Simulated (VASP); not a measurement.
# SnSe (Fm-3m) in VASP: notebook

SnSe is run at these levels: PBE+D3(BJ); tasks: single point.

Everything below comes from runs of VASP 6.6.1. Logs are shortened: lines on timing, memory, paths and dates and some standing lists are left out, and cuts for length are marked.

**1. The cell of the first run**

It takes space group Fm-3m (No. 225, cubic). The conventional cell has a = 6.170 Å, b = 6.170 Å, c = 6.170 Å, α = 90.00°, β = 90.00°, γ = 90.00°. Within 4.1 Å of Sn (site symmetry m-3m) lie 6 Se at 3.09 Å. Se (site symmetry m-3m) has 6 Sn at 3.09 Å within 4.1 Å.

**2. Single point, PBE+D3(BJ) (volume scaled by 1.10)**

Contents of INCAR:

```
ALGO = Normal
EDIFF = 1E-6
ENCUT = 520
GGA = PE
ISIF = 2
ISMEAR = 0
IVDW = 12
LASPH = True
LCHARG = False
LREAL = False
LWAVE = False
NBANDS = 17
NELM = 80
PREC = Accurate
SIGMA = 0.02
```

Contents of KPOINTS:

```
k-points
0
Gamma
  10 10 10
```

Contents of POSCAR:

```
SnSe
1.0
    0.0000000000      3.0852466403      3.0852466403
    3.0852466403      0.0000000000      3.0852466403
    3.0852466403      3.0852466403      0.0000000000
Sn Se
1 1
Direct
    0.0000000000      0.0000000000      0.0000000000
    0.5000000000      0.5000000000      0.5000000000
```

Potentials or basis: VASP PAW PBE potentials, release 64 (Sn_d, Se).

Command:

```
$ cat potpaw_PBE.64/Sn_d/POTCAR potpaw_PBE.64/Se/POTCAR > POTCAR
$ mpirun -np 1 vasp_std > vasp.out
```

OUTCAR:

```text
EDIFF = 1E-6
   ENCUT = 520
   GGA = PE
   ISIF = 2
   ISMEAR = 0
   IVDW = 12
   LASPH = True
   LREAL = False
   NELM = 80
   PREC = Accurate
 IVDW          = 12

 ion  position               nearest neighbor table
   1  0.000  0.000  0.000-   2 3.09   2 3.09   2 3.09   2 3.09   2 3.09   2 3.09
   2  0.500  0.500  0.500-   1 3.09   1 3.09   1 3.09   1 3.09   1 3.09   1 3.09

  LATTYP: Found a face centered cubic cell.
 ALAT       =     6.1704932806

  Lattice vectors:

 A1 = (   0.0000000000,   3.0852466403,   3.0852466403)
 A2 = (   3.0852466403,   0.0000000000,   3.0852466403)
 A3 = (   3.0852466403,   3.0852466403,   0.0000000000)

Analysis of symmetry for initial positions (statically):
=====================================================================
 Subroutine PRICEL returns:
 Original cell was already a primitive cell.

 Routine SETGRP: Setting up the symmetry group for a
 face centered cubic supercell.

 Subroutine GETGRP returns: Found 48 space group operations
 (whereof 48 operations were pure point group operations)
 out of a pool of 48 trial point group operations.

The static configuration has the point symmetry O_h .

Analysis of symmetry for dynamics (positions and initial velocities):
=====================================================================
 Subroutine PRICEL returns:
 Original cell was already a primitive cell.

 Routine SETGRP: Setting up the symmetry group for a
 face centered cubic supercell.

 Subroutine GETGRP returns: Found 48 space group operations
 (whereof 48 operations were pure point group operations)
 out of a pool of 48 trial point group operations.

The dynamic configuration has the point symmetry O_h .

 Subroutine INISYM returns: Found 48 space group operations
 (whereof 48 operations are pure point group operations),
 and found     1 'primitive' translations

----------------------------------------------------------------------------------------

                                     Primitive cell

  volume of cell :      58.7354

  direct lattice vectors                    reciprocal lattice vectors
     0.000000000  3.085246640  3.085246640    -0.162061598  0.162061598  0.162061598
     3.085246640  0.000000000  3.085246640     0.162061598 -0.162061598  0.162061598
     3.085246640  3.085246640  0.000000000     0.162061598  0.162061598 -0.162061598

  length of vectors
     4.363197642  4.363197642  4.363197642     0.280698921  0.280698921  0.280698921

  position of ions in fractional coordinates (direct lattice)
     0.000000000  0.000000000  0.000000000
     0.500000000  0.500000000  0.500000000

  ion indices of the primitive-cell ions
   primitive index   ion index
                 1           1
                 2           2

----------------------------------------------------------------------------------------

 KPOINTS: k-points

Automatic generation of k-mesh.
 Grid dimensions read from file:
 generate k-points for:   10   10   10

 Generating k-lattice:

  Cartesian coordinates                     Fractional coordinates (reciprocal lattice)
    -0.016206160  0.016206160  0.016206160     0.100000000  0.000000000  0.000000000
     0.016206160 -0.016206160  0.016206160     0.000000000  0.100000000  0.000000000
     0.016206160  0.016206160 -0.016206160     0.000000000  0.000000000  0.100000000

  Length of vectors
     0.028069892  0.028069892  0.028069892

  Shift w.r.t. Gamma in fractional coordinates (k-lattice)
     0.000000000  0.000000000  0.000000000

 Subroutine IBZKPT returns following result:
 ===========================================

 Found     47 irreducible k-points:

 Following reciprocal coordinates:
            Coordinates               Weight
  0.000000  0.000000  0.000000      1.000000
  0.100000  0.000000  0.000000      8.000000
  0.200000  0.000000  0.000000      8.000000
  0.300000  0.000000  0.000000      8.000000
  0.400000  0.000000  0.000000      8.000000
  0.500000  0.000000  0.000000      4.000000
[... 16 lines left out ...]
  0.300000  0.300000  0.000000      6.000000
  0.400000  0.300000  0.000000     24.000000
 [... further k-points ...]
   k-points           NKPTS =     47   k-points in BZ     NKDIM =     47   number of bands    NBANDS=     17
   number of dos      NEDOS =    301   number of ions     NIONS =      2
   total plane-waves  NPLWV =  32768
   dimension x,y,z NGX =    32 NGY =   32 NGZ =   32
   dimension x,y,z NGXF=    64 NGYF=   64 NGZF=   64
   ions per type =               1   1
   NGX,Y,Z   is equivalent  to a cutoff of  12.19, 12.19, 12.19 a.u.
   NGXF,Y,Z  is equivalent  to a cutoff of  24.39, 24.39, 24.39 a.u.
 SYSTEM =  unknown system
   PREC   = accura    normal or accurate (medium, high low for compatibility)
   ISTART =      0    job   : 0-new  1-cont  2-samecut
   ICHARG =      2    charge: 1-file 2-atom 10-const
   ISPIN  =      1    spin polarized calculation?
   LNONCOLLINEAR =      F non collinear calculations
   LSORBIT =      F    spin-orbit coupling
   LASPH  =      T    aspherical Exc in radial PAW
   ENCUT  =  520.0 eV  38.22 Ry    6.18 a.u.   8.11  8.11  8.11*2*pi/ulx,y,z
   NELM   =     80;   NELMIN=  2; NELMDL= -5     # of ELM steps
   EDIFF  = 0.1E-05   stopping-criterion for ELM
   LREAL  =      F    real-space projection
   EDIFFG = 0.1E-04   stopping-criterion for IOM
   NSW    =      0    number of steps for IOM
   IBRION =     -1    ionic relax: 0-MD 1-quasi-New 2-CG
   NFREE  =      0    steps in history (QN), initial steepest desc. (CG)
   ISIF   =      2    stress and relaxation
   ISYM   =      2    0-nonsym 1-usesym 2-fastsym
   POTIM  = 0.5000    time-step for ionic-motion
   TEBEG  =    0.0;   TEEND  =   0.0 temperature during run
   PSTRESS=    0.0 pullay stress
   NELECT =      20.0000    total number of electrons
   NUPDOWN=      -1.0000    fix difference up-down
   EMIN   =  10.00;   EMAX   =-10.00  energy-range for DOS
   EFERMI =   0.00;   METHOD = LEGACY
   ISMEAR =     0;   SIGMA  =   0.02  broadening in eV -4-tet -1-fermi 0-gaus
   EFERMI_NEDOS =   21; number of points for ismear=-14 and -15
   IALGO  =     38    algorithm
   IMIX   =      4    mixing-type and parameters
     AMIX     =   0.40;   BMIX     =  1.00
     AMIX_MAG =   1.60;   BMIX_MAG =  1.00
  volume/ion in A,a.u.               =      29.37       198.18
  Fermi-wavevector in a.u.,A,eV,Ry     =   1.143190  2.160315 17.781216  1.306883
  Thomas-Fermi vector in A             =   2.279885
   LORBIT       =      0    0 simple, 1 ext, 2 COOP (PROOUT), +10 PAW based schemes
   GGA     = PE    functional components
   LHFCALC =     F    Hartree Fock is set to
   AEXX    =    0.0000 exact exchange contribution
   IVDW    =    12    specifies the selected vdW correction
   LEPSILON=     F    determine dielectric tensor
   LRPA    =     F    only Hartree local field effects (RPA)
 non-spin polarized calculation
 Gauss-broadening in eV      SIGMA  =   0.02
  energy-cutoff  :      520.00
  volume of cell :       58.74
 maximum number of plane-waves:      1596
   NGX = 17   NGY = 17   NGZ = 17

 number of electron      19.9999994 magnetization

 Free energy of the ion-electron system (eV)
  ---------------------------------------------------
  ext. energy  EPLUGINS =         0.00000000
  ---------------------------------------------------
  free energy    TOTEN  =        -8.19412569 eV

  energy without entropy =       -8.19412569  energy(sigma->0) =       -8.19412569

 E-fermi :   5.0086     XC(G=0):  -9.2640

 val. band max:        4.8424105545   @ k =   0.5000   0.0000   0.0000
 cond. band min:       5.1240678500   @ k =   0.5000   0.0000   0.0000
 fundamental gap:      0.2816572955
 Fermi energy:         5.0086008352

 k-point     1 :       0.0000    0.0000    0.0000
  band No.  band energies     occupation
      1     -16.8400      2.00000
      2     -16.8400      2.00000
      3     -16.8400      2.00000
      4     -16.8351      2.00000
      5     -16.8351      2.00000
      6      -8.5888      2.00000
[... 9 lines left out ...]
     16      10.7488      0.00000
     17      12.8728      0.00000

 k-point     2 :       0.1000    0.0000    0.0000
  band No.  band energies     occupation
      1     -16.8398      2.00000
      2     -16.8394      2.00000
      3     -16.8394      2.00000
      4     -16.8352      2.00000
      5     -16.8352      2.00000
      6      -8.5280      2.00000
[... 9 lines left out ...]
     16      10.9723      0.00000
     17      13.4843      0.00000

 k-point     3 :       0.2000    0.0000    0.0000
  band No.  band energies     occupation
      1     -16.8393      2.00000
      2     -16.8390      2.00000
      3     -16.8390      2.00000
      4     -16.8346      2.00000
      5     -16.8346      2.00000
      6      -8.3583      2.00000
[... 9 lines left out ...]
     16      11.5708      0.00000
     17      14.9068      0.00000

 k-point     4 :       0.3000    0.0000    0.0000
  band No.  band energies     occupation
      1     -16.8400      2.00000
      2     -16.8400      2.00000
      3     -16.8386      2.00000
      4     -16.8324      2.00000
      5     -16.8324      2.00000
      6      -8.1221      2.00000
[... 9 lines left out ...]
     16      12.5021      0.00000
     17      16.1738      0.00000
[... 343 lines left out ...]
      1     -16.8402      2.00000
      2     -16.8380      2.00000
      3     -16.8380      2.00000
      4     -16.8354      2.00000
      5     -16.8315      2.00000
      6      -8.0448      2.00000
[... 9 lines left out ...]
     16      13.9601      0.00000
     17      14.3955      0.00000

 k-point    23 :       0.3000    0.3000    0.0000
  band No.  band energies     occupation
      1     -16.8458      2.00000
      2     -16.8429      2.00000
      3     -16.8318      2.00000
      4     -16.8318      2.00000
      5     -16.8315      2.00000
      6      -7.9778      2.00000
[... 9 lines left out ...]
     16      14.6064      0.00000
     17      14.7905      0.00000

 k-point    24 :       0.4000    0.3000    0.0000
  band No.  band energies     occupation
      1     -16.8480      2.00000
      2     -16.8428      2.00000
      3     -16.8323      2.00000
      4     -16.8304      2.00000
      5     -16.8292      2.00000
      6      -7.8129      2.00000
[... 9 lines left out ...]
     16      15.1157      0.00000
     17      15.9213      0.00000

 [... further k-points ...]

------------------------ aborting loop because EDIFF is reached ----------------------------------------

 Edisp (eV)   -0.65779

 E8    (eV) :    -0.2967

  FORCE on cell =-STRESS in cart. coord.  units (eV):
  Direction    XX          YY          ZZ          XY          YZ          ZX
  --------------------------------------------------------------------------------------
  -------------------------------------------------------------------------------------
  Total      -1.30947    -1.30947    -1.30947    -0.00000    -0.00000     0.00000
  in kB     -35.71959   -35.71959   -35.71959    -0.00000    -0.00000     0.00000
  external pressure =      -35.72 kB  Pullay stress =        0.00 kB

 VOLUME and BASIS-vectors are now :
 -----------------------------------------------------------------------------
  energy-cutoff  :      520.00
  volume of cell :       58.74
      direct lattice vectors                 reciprocal lattice vectors
     0.000000000  3.085246640  3.085246640    -0.162061598  0.162061598  0.162061598
     3.085246640  0.000000000  3.085246640     0.162061598 -0.162061598  0.162061598
     3.085246640  3.085246640  0.000000000     0.162061598  0.162061598 -0.162061598

 POSITION                                       TOTAL-FORCE (eV/Angst)
 -----------------------------------------------------------------------------------
      0.00000      0.00000      0.00000        -0.000000     -0.000000     -0.000000
      3.08525      3.08525      3.08525         0.000000      0.000000      0.000000
 -----------------------------------------------------------------------------------
    total drift:                                0.000000     -0.000000     -0.000000

  FREE ENERGIE OF THE ION-ELECTRON SYSTEM (eV)
  ---------------------------------------------------
  free  energy   TOTEN  =        -8.8519154430 eV

  energy  without entropy=       -8.8519154430  energy(sigma->0) =       -8.85191544
```

Wall time 13 s (1 thread of Intel Xeon 6975P-C (Granite Rapids), shared host); peak memory 0.21 GiB.

Results:

```
Free energy                : -8.8519 eV
Pressure                   : -3.6 GPa
Band gap on the k mesh     : 0.28 eV, direct
Dispersion energy per atom : -0.329 eV
```

Levels at points of the mesh, in eV from the valence-band top:
```csv
k point,band 7,band 8,band 9,band 10,band 11,band 12,band 13,band 14
"(0.00, 0.00, 0.00)",-5.33,-2.02,-2.02,-2.02,3.99,3.99,3.99,5.91
"(0.50, 0.00, 0.00)",-7.74,-1.79,-1.79,0.00,0.28,1.24,1.24,8.01
"(0.50, 0.50, 0.00)",-6.05,-5.01,-3.34,-3.34,3.23,4.90,4.90,5.46
```

Caveat: spin-orbit coupling is left out, which moves the levels of the heavy elements.

[end of part 1 of 2]
